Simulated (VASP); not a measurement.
# Sb (R-3m) in VASP: a series of runs

The runs below take Sb through single point, with PBE exchange alone, LDA, PBE.

Program: VASP 6.6.1. These are calculated values, not measurements. Logs are shortened: lines on timing, memory, paths and dates and some standing lists are left out, and cuts for length are marked.

## (1) The cell of the first run

The structure is trigonal, space group R-3m (No. 166). The conventional cell has a = 4.365 Å, b = 4.365 Å, c = 11.422 Å, α = 90.00°, β = 90.00°, γ = 120.00°. Sb (site symmetry 3m) has 6 Sb at 2.95 to 3.40 Å within 3.9 Å.

## (2) Single point, PBE exchange alone

File INCAR:

```
SYSTEM = Sb
PREC = Accurate
ENCUT = 500
EDIFF = 1E-6
ISMEAR = -1
SIGMA = 0.05
LREAL = .FALSE.
LASPH = .TRUE.
NELM = 120
ALGO = Normal
ISIF = 2
LWAVE = .FALSE.
LCHARG = .FALSE.
GGA = PE
ALDAC = 0.0
AGGAC = 0.0
NBANDS = 22
GGA_COMPAT = .FALSE.
```

File KPOINTS:

```
Automatic mesh
0
G
  8 8 8
  0 0 0
```

File POSCAR:

```
Sb
1.0
    2.1825479877      1.2600946682      3.8074530396
   -2.1825479877      1.2600946682      3.8074530396
    0.0000000000     -2.5201893365      3.8074530396
Sb
2
Direct
    0.7665100000      0.7665100000      0.7665100000
    0.2334900000      0.2334900000      0.2334900000
```

Potentials or basis: VASP PAW PBE potentials, release 64 (Sb_d_GW).

Command:

```console
$ cat potpaw_PBE.64/Sb_d_GW/POTCAR > POTCAR
$ mpirun -np 1 vasp_std > vasp.out
```

OUTCAR:

```text
SYSTEM = Sb
   PREC = Accurate
   ENCUT = 500
   EDIFF = 1E-6
   ISMEAR = -1
   LREAL = .FALSE.
   LASPH = .TRUE.
   NELM = 120
   ISIF = 2
   GGA = PE

 ion  position               nearest neighbor table
   1  0.767  0.767  0.767-   2 2.95   2 2.95   2 2.95   2 3.40   2 3.40   2 3.40
   2  0.233  0.233  0.233-   1 2.95   1 2.95   1 2.95   1 3.40   1 3.40   1 3.40

  LATTYP: Found a trigonal (rhomboedric) cell.
 ALAT       =     4.5659668133
 COS(alpha) =     0.5430253624

  Lattice vectors:

 A1 = (   2.1825479877,   1.2600946682,   3.8074530396)
 A2 = (  -2.1825479877,   1.2600946682,   3.8074530396)
 A3 = (   0.0000000000,  -2.5201893365,   3.8074530396)

Analysis of symmetry for initial positions (statically):
=====================================================================
 Subroutine PRICEL returns:
 Original cell was already a primitive cell.

 Routine SETGRP: Setting up the symmetry group for a
 trigonal (rhombohedral) supercell.

 Subroutine GETGRP returns: Found 12 space group operations
 (whereof 12 operations were pure point group operations)
 out of a pool of 12 trial point group operations.

The static configuration has the point symmetry D_3d.

Analysis of symmetry for dynamics (positions and initial velocities):
=====================================================================
 Subroutine PRICEL returns:
 Original cell was already a primitive cell.

 Routine SETGRP: Setting up the symmetry group for a
 trigonal (rhombohedral) supercell.

 Subroutine GETGRP returns: Found 12 space group operations
 (whereof 12 operations were pure point group operations)
 out of a pool of 12 trial point group operations.

The dynamic configuration has the point symmetry D_3d.

 Subroutine INISYM returns: Found 12 space group operations
 (whereof 12 operations are pure point group operations),
 and found     1 'primitive' translations

----------------------------------------------------------------------------------------

                                     Primitive cell

  volume of cell :      62.8279

  direct lattice vectors                    reciprocal lattice vectors
     2.182547988  1.260094668  3.807453040     0.229090037  0.132265195  0.087547589
    -2.182547988  1.260094668  3.807453040    -0.229090037  0.132265195  0.087547589
     0.000000000 -2.520189337  3.807453040     0.000000000 -0.264530389  0.087547589

  length of vectors
     4.565966813  4.565966813  4.565966813     0.278641180  0.278641180  0.278641180

  position of ions in fractional coordinates (direct lattice)
     0.766510000  0.766510000  0.766510000
     0.233490000  0.233490000  0.233490000

  ion indices of the primitive-cell ions
   primitive index   ion index
                 1           1
                 2           2

----------------------------------------------------------------------------------------

 KPOINTS: Automatic mesh

Automatic generation of k-mesh.
 Grid dimensions read from file:
 generate k-points for:    8    8    8

 Generating k-lattice:

  Cartesian coordinates                     Fractional coordinates (reciprocal lattice)
     0.028636255  0.016533149  0.010943449     0.125000000 -0.000000000  0.000000000
    -0.028636255  0.016533149  0.010943449    -0.000000000  0.125000000  0.000000000
     0.000000000 -0.033066299  0.010943449     0.000000000  0.000000000  0.125000000

  Length of vectors
     0.034830148  0.034830148  0.034830148

  Shift w.r.t. Gamma in fractional coordinates (k-lattice)
     0.000000000  0.000000000  0.000000000

 Subroutine IBZKPT returns following result:
 ===========================================

 Found     65 irreducible k-points:

 Following reciprocal coordinates:
            Coordinates               Weight
  0.000000  0.000000  0.000000      1.000000
  0.125000 -0.000000  0.000000      6.000000
  0.250000 -0.000000  0.000000      6.000000
  0.375000  0.000000  0.000000      6.000000
  0.500000 -0.000000  0.000000      3.000000
  0.125000  0.125000  0.000000      6.000000
[... 16 lines left out ...]
  0.250000  0.125000  0.125000      6.000000
  0.375000  0.125000  0.125000      6.000000
 [... further k-points ...]
   k-points           NKPTS =     65   k-points in BZ     NKDIM =     65   number of bands    NBANDS=     22
   number of dos      NEDOS =    301   number of ions     NIONS =      2
   total plane-waves  NPLWV =  46656
   dimension x,y,z NGX =    36 NGY =   36 NGZ =   36
   dimension x,y,z NGXF=    72 NGYF=   72 NGZF=   72
   ions per type =               2
   NGX,Y,Z   is equivalent  to a cutoff of  13.11, 13.11, 13.11 a.u.
   NGXF,Y,Z  is equivalent  to a cutoff of  26.22, 26.22, 26.22 a.u.
 SYSTEM =  Sb
   PREC   = accura    normal or accurate (medium, high low for compatibility)
   ISTART =      0    job   : 0-new  1-cont  2-samecut
   ICHARG =      2    charge: 1-file 2-atom 10-const
   ISPIN  =      1    spin polarized calculation?
   LNONCOLLINEAR =      F non collinear calculations
[... 29 lines left out ...]
   GGA     = PE    functional components
   LHFCALC =     F    Hartree Fock is set to
   AEXX    =    0.0000 exact exchange contribution
   IVDW    =     0    specifies the selected vdW correction
   LEPSILON=     F    determine dielectric tensor
   LRPA    =     F    only Hartree local field effects (RPA)
 non-spin polarized calculation
  energy-cutoff  :      500.00
  volume of cell :       62.83
 maximum number of plane-waves:      1613
 NGX is ok and might be reduce to    36
   NGX = 17   NGY = 17   NGZ = 17

 number of electron      29.9999997 magnetization

 Free energy of the ion-electron system (eV)
  ---------------------------------------------------
  ext. energy  EPLUGINS =         0.00000000
  ---------------------------------------------------
  free energy    TOTEN  =        -5.43197141 eV

  energy without entropy =       -5.42923923  energy(sigma->0) =       -5.43060532

 E-fermi :   6.5299     XC(G=0):  -8.0508

 val. band max:        6.5204340683   @ k =   0.3750   0.1250   0.1250
 cond. band min:       6.5930558291   @ k =   0.3750   0.1250   0.1250
 fundamental gap:      0.0726217608
 Fermi energy:         6.5298550726

 k-point     1 :       0.0000    0.0000    0.0000
  band No.  band energies     occupation
      1     -22.6854      2.00000
      2     -22.6854      2.00000
      3     -22.6070      2.00000
      4     -22.6070      2.00000
      5     -22.5814      2.00000
      6     -22.5055      2.00000
[... 14 lines left out ...]
     21      11.9054      0.00000
     22      13.5939      0.00000

 k-point     2 :       0.1250   -0.0000    0.0000
  band No.  band energies     occupation
      1     -22.6799      2.00000
      2     -22.6773      2.00000
      3     -22.6043      2.00000
      4     -22.6024      2.00000
      5     -22.5781      2.00000
      6     -22.5091      2.00000
[... 14 lines left out ...]
     21      11.9326      0.00000
     22      14.5138      0.00000

 k-point     3 :       0.2500   -0.0000    0.0000
  band No.  band energies     occupation
      1     -22.6654      2.00000
      2     -22.6546      2.00000
      3     -22.5974      2.00000
      4     -22.5896      2.00000
      5     -22.5685      2.00000
      6     -22.5194      2.00000
[... 14 lines left out ...]
     21      12.7517      0.00000
     22      16.5457      0.00000

 k-point     4 :       0.3750    0.0000    0.0000
  band No.  band energies     occupation
      1     -22.6483      2.00000
      2     -22.6223      2.00000
      3     -22.5899      2.00000
      4     -22.5716      2.00000
      5     -22.5555      2.00000
      6     -22.5363      2.00000
[... 14 lines left out ...]
     21      14.2162      0.00000
     22      16.6054      0.00000

 k-point     5 :       0.5000   -0.0000    0.0000
  band No.  band energies     occupation
      1     -22.6400      2.00000
      2     -22.5990      2.00000
      3     -22.5845      2.00000
      4     -22.5630      2.00000
      5     -22.5562      2.00000
      6     -22.5480      2.00000
[... 417 lines left out ...]
 k-point    22 :       0.1250    0.1250    0.1250
  band No.  band energies     occupation
      1     -22.6800      2.00000
      2     -22.6800      2.00000
      3     -22.6049      2.00000
      4     -22.6049      2.00000
      5     -22.5792      2.00000
      6     -22.5072      2.00000
[... 14 lines left out ...]
     21      12.0217      0.00000
     22      14.3179      0.00000

 k-point    23 :       0.2500    0.1250    0.1250
  band No.  band energies     occupation
      1     -22.6751      2.00000
      2     -22.6664      2.00000
      3     -22.6004      2.00000
      4     -22.5999      2.00000
      5     -22.5752      2.00000
      6     -22.5112      2.00000
[... 14 lines left out ...]
     21      12.7977      0.00000
     22      14.1889      0.00000

 k-point    24 :       0.3750    0.1250    0.1250
  band No.  band energies     occupation
      1     -22.6558      2.00000
      2     -22.6498      2.00000
      3     -22.5918      2.00000
      4     -22.5881      2.00000
      5     -22.5673      2.00000
      6     -22.5193      2.00000
[... 14 lines left out ...]
     21      13.9186      0.00000
     22      15.6156      0.00000

 [... further k-points ...]
[... 5 lines left out ...]
  --------------------------------------------------------------------------------------
  -------------------------------------------------------------------------------------
  Total        3.7279088      3.7279088      3.6768534      0.0000000     -0.0000000      0.0000000
  in kB       95.0655308     95.0655308     93.7635655      0.0000000     -0.0000000      0.0000000
  external PRESSURE =      94.6315424 kB  Pullay stress =       0.0000000 kB

 VOLUME and BASIS-vectors are now :
 -----------------------------------------------------------------------------
  energy-cutoff  :      500.00
  volume of cell :       62.83
      direct lattice vectors                 reciprocal lattice vectors
     2.182547988  1.260094668  3.807453040     0.229090037  0.132265195  0.087547589
    -2.182547988  1.260094668  3.807453040    -0.229090037  0.132265195  0.087547589
     0.000000000 -2.520189337  3.807453040     0.000000000 -0.264530389  0.087547589

 POSITION                                       TOTAL-FORCE (eV/Angst)
 -----------------------------------------------------------------------------------
      0.00000     -0.00000      8.75535         0.000000      0.000000     -0.101469
      0.00000     -0.00000      2.66701         0.000000     -0.000000      0.101469
 -----------------------------------------------------------------------------------
    total drift:                                0.000000     -0.000000      0.000000

  FREE ENERGIE OF THE ION-ELECTRON SYSTEM (eV)
  ---------------------------------------------------
  free  energy   TOTEN  =        -5.4319714102 eV

  energy  without entropy=       -5.4292392275  energy(sigma->0) =       -5.43060532
```

It took 71 s on 1 thread of Intel Xeon Platinum 8559C (Emerald Rapids), shared host; peak memory 0.25 GiB.

What came out:

| Quantity | Value |
| --- | --- |
| Free energy | -5.4320 eV |
| Pressure | 9.5 GPa |
| Largest force | 0.101 eV/Å |
| Band gap on the k mesh | zero (band 15 reaches 6.52 eV, above the bottom of band 16 at 6.32 eV) |

Forces on the atoms (eV/Å):
```
Sb   0.000  0.000 -0.101
Sb   0.000  0.000  0.101
```

Levels at points of the mesh, in eV from the Fermi level:
```tsv
k point	band 12	band 13	band 14	band 15	band 16	band 17	band 18	band 19
(0.00, 0.00, 0.00)	-5.21	-2.07	-1.84	-1.84	1.99	2.51	2.51	5.28
(0.50, 0.00, 0.00)	-9.58	-1.93	-1.84	-0.39	-0.21	0.20	0.45	7.74
(0.50, 0.50, 0.00)	-8.08	-5.24	-3.64	-3.56	1.82	4.55	5.24	6.39
(0.50, 0.50, 0.50)	-8.94	-1.34	-1.34	-0.53	0.09	0.09	0.96	7.13
```

Caveat: spin-orbit coupling is left out, which moves the levels of the heavy elements.

## (3) Single point, LDA

File INCAR:

```
ALGO = Normal
EDIFF = 1E-6
ENCUT = 500
GGA = CA
GGA_COMPAT = F
ISIF = 2
ISMEAR = -1
LASPH = T
LCHARG = T
LELF = T
LREAL = F
LVHAR = T
LWAVE = F
NBANDS = 22
NELM = 120
PREC = Accurate
SIGMA = 0.05
```

File KPOINTS:

```
k-points
0
Gamma
  8 8 8
```

POSCAR is that of step 2.

Potentials or basis: VASP PAW LDA potentials, release 64 (Sb_d_GW).

Command:

```console
$ cat potpaw_LDA.64/Sb_d_GW/POTCAR > POTCAR
$ mpirun -np 1 vasp_std > vasp.out
```

Wall time 2.2 min (1 thread of Intel Xeon Platinum 8259CL at 2.50GHz (Skylake/Cascade Lake), shared host); peak memory 0.23 GiB.

Results (log left out):

* Free energy: -9.6102 eV
* Pressure: -3.1 GPa
* Largest force: 0.167 eV/Å
* Band gap on the k mesh: zero (band 15 reaches 4.77 eV, above the bottom of band 16 at 4.49 eV)

Forces on the atoms (eV/Å):
```
Sb   0.000  0.000  0.167
Sb   0.000  0.000 -0.167
```

Levels at points of the mesh, in eV from the Fermi level:
| k point | band 13 | band 14 | band 15 | band 16 | band 17 | band 18 |
| --- | --- | --- | --- | --- | --- | --- |
| (0.00, 0.00, 0.00) | -2.00 | -1.75 | -1.75 | 2.02 | 2.57 | 2.57 |
| (0.50, 0.00, 0.00) | -1.86 | -1.77 | -0.33 | -0.28 | 0.14 | 0.49 |
| (0.50, 0.50, 0.00) | -5.25 | -3.60 | -3.51 | 1.64 | 4.63 | 5.24 |
| (0.50, 0.50, 0.50) | -1.27 | -1.27 | -0.60 | 0.13 | 0.13 | 0.96 |

Caveat: spin-orbit coupling is left out, which moves the levels of the heavy elements.

## (4) Single point, PBE

This run uses another cell than the first one, of 30.21 Å³/atom, 0.962 times its volume.

File INCAR:

```
SYSTEM = Sb
ALGO = Normal ; EDIFF = 1E-6
ENCUT = 500 ; GGA = PE
GGA_COMPAT = .False. ; ISIF = 2
ISMEAR = -1 ; LASPH = .True.
LCHARG = .False. ; LREAL = .False.
LWAVE = .False. ; NBANDS = 12
NELM = 120 ; PREC = Accurate
SIGMA = 0.02
```

File KPOINTS:

```
k-points
0
Gamma
  3 3 3
  0 0 0
```

File POSCAR:

```
Sb
1.0
    2.1542000000      1.2437279499      3.7580000000
   -2.1542000000      1.2437279499      3.7580000000
    0.0000000000     -2.4874558998      3.7580000000
Sb
2
Direct
    0.7665100000      0.7665100000      0.7665100000
    0.2334900000      0.2334900000      0.2334900000
```

Potentials or basis: VASP PAW PBE potentials, release 64 (Sb).

Command:

```console
$ cat potpaw_PBE.64/Sb/POTCAR > POTCAR
$ mpirun -np 1 vasp_std > vasp.out
```

It took 6.3 s on 1 thread of Intel Xeon 6975P-C (Granite Rapids), shared host; peak memory 0.19 GiB.

It converged, with:

```
Free energy            : -8.3599 eV
Pressure               : 3.5 GPa
Largest force          : 0.089 eV/Å
Band gap on the k mesh : 1.29 eV, indirect (least direct gap 1.32 eV)
```

Forces on the atoms (eV/Å):
```
Sb   0.000  0.000  0.089
Sb   0.000  0.000 -0.089
```

Stress tensor (GPa, compression positive):
```
4.28 0.00 0.00
0.00 4.28 0.00
0.00 0.00 2.07
```

Levels at points of the mesh, in eV from the valence-band top:
| k point | band 3 | band 4 | band 5 | band 6 | band 7 | band 8 |
| --- | --- | --- | --- | --- | --- | --- |
| (0.00, 0.00, 0.00) | -1.49 | -1.19 | -1.19 | 2.71 | 3.30 | 3.30 |

Caveat: the k points lie up to 0.59 Å⁻¹ apart; spin-orbit coupling is left out, which moves the levels of the heavy elements. A k mesh can miss the band edges.

## (5) Single point, LDA

This run uses another cell than the first one, of 28.39 Å³/atom, 0.904 times its volume.

File INCAR:

```
PREC = Accurate
ENCUT = 500
EDIFF = 1E-6
ISMEAR = -1
SIGMA = 0.05
LREAL = F
LASPH = T
NELM = 120
ALGO = Normal
ISIF = 2
LWAVE = F
LCHARG = F
GGA = CA
NBANDS = 22
GGA_COMPAT = F
```

File KPOINTS:

```
regular mesh
0
Gamma
  8 8 8
```

File POSCAR:

```
Sb
1.0
    2.1102243954      1.2183386227      3.6812845966
   -2.1102243954      1.2183386227      3.6812845966
    0.0000000000     -2.4366772455      3.6812845966
Sb
2
Direct
    0.7665100000      0.7665100000      0.7665100000
    0.2334900000      0.2334900000      0.2334900000
```

Potentials or basis: VASP PAW LDA potentials, release 64 (Sb_d_GW).

Command:

```console
$ cat potpaw_LDA.64/Sb_d_GW/POTCAR > POTCAR
$ mpirun -np 1 vasp_std > vasp.out
```

It used 190 s of CPU time on 1 thread of AMD EPYC 7R13 Processor (Zen 3), with other jobs on the host.

Results (log left out):

```
Free energy            : -9.6253 eV
Pressure               : 2.7 GPa
Largest force          : 0.360 eV/Å
Band gap on the k mesh : zero (band 15 reaches 5.92 eV, above the bottom of band 16 at 5.63 eV)
```

Forces on the atoms (eV/Å):
```
Sb   0.000  0.000 -0.360
Sb   0.000  0.000  0.360
```

Stress tensor (GPa, compression positive):
```
3.10 0.00 0.00
0.00 3.10 0.00
0.00 0.00 1.86
```

Levels at points of the mesh, in eV from the Fermi level:
| k point | band 13 | band 14 | band 15 | band 16 | band 17 | band 18 |
| --- | --- | --- | --- | --- | --- | --- |
| (0.00, 0.00, 0.00) | -2.31 | -2.00 | -2.00 | 2.02 | 2.69 | 2.69 |
| (0.50, 0.00, 0.00) | -2.15 | -2.04 | -0.41 | -0.30 | 0.07 | 0.35 |
| (0.50, 0.50, 0.00) | -5.87 | -4.12 | -4.01 | 1.27 | 5.12 | 5.68 |
| (0.50, 0.50, 0.50) | -1.48 | -1.48 | -0.51 | -0.03 | -0.03 | 1.13 |

Caveat: spin-orbit coupling is left out, which moves the levels of the heavy elements.

## (6) Single point, PBE exchange alone

This run uses another cell than the first one, of 32.02 Å³/atom, 1.019 times its volume.

File INCAR:

```
SYSTEM = Sb
  PREC = Accurate
  ENCUT = 500
  EDIFF = 1E-6
  ISMEAR = -1
  SIGMA = 0.05
  LREAL = .FALSE.
  LASPH = .TRUE.
  NELM = 120
  ALGO = Normal
  ISIF = 2
  LWAVE = .FALSE.
  LCHARG = .FALSE.
  GGA = PE
  ALDAC = 0.0
  AGGAC = 0.0
  NBANDS = 22
  GGA_COMPAT = .FALSE.
```

File KPOINTS:

```
Automatic mesh
0
G
  8 8 8
  0 0 0
```

File POSCAR:

```
Sb
1.0
    2.1964499421      1.2681209653      3.8317049867
   -2.1964499421      1.2681209653      3.8317049867
    0.0000000000     -2.5362419306      3.8317049867
Sb
2
Direct
    0.7665100000      0.7665100000      0.7665100000
    0.2334900000      0.2334900000      0.2334900000
```

Potentials or basis: VASP PAW PBE potentials, release 64 (Sb_d_GW).

Command:

```console
$ cat potpaw_PBE.64/Sb_d_GW/POTCAR > POTCAR
$ mpirun -np 1 vasp_std > vasp.out
```

Run time: 50 s. Hardware: 1 thread of Intel Xeon 6975P-C (Granite Rapids), shared host; peak memory 0.25 GiB.

It converged, with:

```
Free energy            : -5.4988 eV
Pressure               : 8.2 GPa
Largest force          : 0.014 eV/Å
Band gap on the k mesh : zero (band 15 reaches 6.29 eV, above the bottom of band 16 at 6.11 eV)
```

Forces in eV/Å, atoms in the order of the input:
```
Sb   0.000  0.000 -0.014
Sb   0.000  0.000  0.014
```

Levels at points of the mesh, in eV from the Fermi level:
| k point | band 12 | band 13 | band 14 | band 15 | band 16 | band 17 | band 18 | band 19 |
| --- | --- | --- | --- | --- | --- | --- | --- | --- |
| (0.00, 0.00, 0.00) | -5.28 | -2.01 | -1.78 | -1.78 | 1.99 | 2.50 | 2.50 | 5.31 |
| (0.50, 0.00, 0.00) | -9.48 | -1.87 | -1.78 | -0.37 | -0.20 | 0.23 | 0.49 | 7.73 |
| (0.50, 0.50, 0.00) | -8.04 | -5.11 | -3.54 | -3.46 | 1.89 | 4.47 | 5.17 | 6.25 |
| (0.50, 0.50, 0.50) | -8.85 | -1.29 | -1.29 | -0.54 | 0.12 | 0.12 | 0.94 | 7.11 |

Caveat: spin-orbit coupling is left out, which moves the levels of the heavy elements.

## (7) The runs side by side

```csv
level,potentials or basis,cell,k mesh,smearing,second run,gap on the mesh (eV),pressure (GPa),largest force (eV/Å)
PBE exchange alone,"VASP PAW PBE potentials, release 64 (Sb_d_GW)","a = 4.566 Å, angles 57.1°, 2 atoms",8 × 8 × 8,fermi-dirac 0.05 eV,valence_matched,none,9.5,0.10
LDA,"VASP PAW LDA potentials, release 64 (Sb_d_GW)","a = 4.566 Å, angles 57.1°, 2 atoms",8 × 8 × 8,fermi-dirac 0.05 eV,valence_matched,none,-3.1,0.17
PBE,"VASP PAW PBE potentials, release 64 (Sb)","a = 4.507 Å, angles 57.1°, 2 atoms",3 × 3 × 3,fermi-dirac 0.02 eV,-,1.29,3.5,0.09
LDA,"VASP PAW LDA potentials, release 64 (Sb_d_GW)","a = 4.415 Å, angles 57.1°, 2 atoms",8 × 8 × 8,fermi-dirac 0.05 eV,valence_matched,none,2.7,0.36
PBE exchange alone,"VASP PAW PBE potentials, release 64 (Sb_d_GW)","a = 4.595 Å, angles 57.1°, 2 atoms",8 × 8 × 8,fermi-dirac 0.05 eV,valence_matched,none,8.2,0.01
```

Alike in all rows: task single point; no spin polarisation; cutoff (eV) 500.

Caveats: some runs use coarse meshes; spin-orbit coupling is left out, which moves the levels of the heavy elements.

Absolute energies hang on the potentials; compare differences alone.
